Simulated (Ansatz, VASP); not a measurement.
# BiTe in VASP and in Ansatz

```
CELL_PARAMETERS angstrom
2.42271 1.39875 3.31729
-2.42271 1.39875 3.31729
0.00000 -2.79750 3.31729
ATOMIC_POSITIONS crystal
Bi 0.50000 0.50000 0.50000
Te 0.01537 0.01537 0.98463
```

Change from the starting cell: all Te atoms moved -0.100 Å, as atom 2 towards its neighbour atom 1 (Bi) at 3.252 Å.

Alike in both runs: task single point; functional PBE; k mesh 12 × 12 × 12; occupations gaussian, width 0.15 eV; no spin polarisation.

```csv
,VASP,Ansatz
version,VASP 6.6.1,Ansatz 0.2.0
potentials or method,"VASP PAW PBE potentials, release 64 (Bi_d, Te), cutoff 520 eV","scalar-relativistic, plane waves, PAW"
valence electrons in the cell,21,31
```

|  | VASP | Ansatz | Ansatz less VASP |
| --- | --- | --- | --- |
| gap on the k mesh at the Fermi level (eV) | none | none | - |
| pressure (GPa) | 0.1 | 0.1 | +0.05 |
| traceless stress, the component that is largest in VASP (GPa) | 0.15 | 0.14 | 0.000 |
| rms of the force components (eV/Å) | 0.118 | 0.117 | -0.0009 |

Atom by atom the forces differ by 0.001 eV/Å (rms over components). A gap of «none» marks a metal or a gap that the smearing closes. The functional is the same, so the differences come from potentials, cutoffs and numerics. VASP's potentials hold 21 valence electrons a cell and Ansatz's 31, so a difference there can come from the potentials and not from the codes.

Spin-orbit coupling is off throughout.
